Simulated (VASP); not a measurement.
Here is a VASP 6.6.1 calculation.

INCAR

```
PREC     = Accurate       # precision mode
ENCUT    = 520            # plane-wave cutoff, eV
EDIFF    = 1E-7           # SCF threshold, eV
ISMEAR   = 0              # smearing method
SIGMA    = 0.1            # smearing width, eV
LREAL    = False          # projectors in reciprocal space
LASPH    = True           # aspherical terms in the spheres
NELM     = 80             # most SCF steps
ALGO     = Normal         # electronic algorithm
ISIF     = 2              # what is computed and relaxed
LWAVE    = False          # write WAVECAR
LCHARG   = False          # write CHGCAR
LDIPOL   = True         
IDIPOL   = 3            
DIPOL    = 0.5 0.5 0.334
GGA      = CA             # functional
NBANDS   = 34             # bands
```

The input KPOINTS:

```
Automatic mesh
0
Gamma
  9 7 1
```

POSCAR

```
Nb4H
1.0
    2.9270177669      0.0000000000      0.0000000000
    0.0000000000      4.1394282232      0.0000000000
    0.0000000000      0.0000000000     21.2576690685
Nb H
4 1
Direct
    0.5000000000      0.5000000000      0.1881673850
    0.0000000000      0.0000000000      0.2570135449
    0.5000000000      0.5000000000      0.3306382692
    0.0000000000      0.0000000000      0.3884559987
    0.0000000000      0.0000000000      0.5065310328
```

Potentials or basis: VASP PAW LDA potentials, release 64 (Nb_sv, H).

Command:

```sh
$ cat potpaw_LDA.64/Nb_sv/POTCAR potpaw_LDA.64/H/POTCAR > POTCAR
$ mpirun -np 1 vasp_std > vasp.out
```

(1) Estimate the largest force.

## Answers

(1) 1.961 eV/Å.
